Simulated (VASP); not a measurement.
Set up this calculation in VASP 6.6.1, as the native input.

* Task: single point
* Functional: PBEsol
* Potentials or basis: VASP PAW PBE potentials, release 64 (Li_sv)
* Cutoff: 520 eV
* k mesh: 14 × 14 × 14
* Occupations: fermi-dirac, width 0.05 eV
* Spin: no spin polarisation
* Dipole correction: no
* Further INCAR settings: ALGO = Normal; EDIFF = 1e-06; NBANDS = 8

The structure of Li lies in POSCAR:

```
Li
1.0
    2.6176233209      0.0000000000      0.0000000000
    0.0000000000      2.6176233209      0.0000000000
    0.0000000000      0.0000000000      2.6176233209
Li
1
Direct
    0.0000000000      0.0000000000      0.0000000000
```

This isn't the form of Li at room conditions, which is bcc.

One way to write it, as run:

INCAR

```
SYSTEM = Li
PREC = Accurate
ENCUT = 520
EDIFF = 1E-6
ISMEAR = -1
SIGMA = 0.05
LREAL = .False.
LASPH = .True.
NELM = 100
ALGO = Normal
ISIF = 2
LWAVE = .False.
LCHARG = .False.
GGA = PS
NBANDS = 8
```

KPOINTS

```
Automatic mesh
0
Gamma
  14 14 14
  0 0 0
```

Potentials or basis: VASP PAW PBE potentials, release 64 (Li_sv).

Command:

```console
$ cat potpaw_PBE.64/Li_sv/POTCAR > POTCAR
$ mpirun -np 1 vasp_std > vasp.out
```

It gave:

* Band gap on the k mesh: zero (an odd number of electrons rules out a gap without spin polarisation)

It took 13 s on 1 thread of Intel Xeon 8259CL (shared host), peak memory 0.13 GiB.
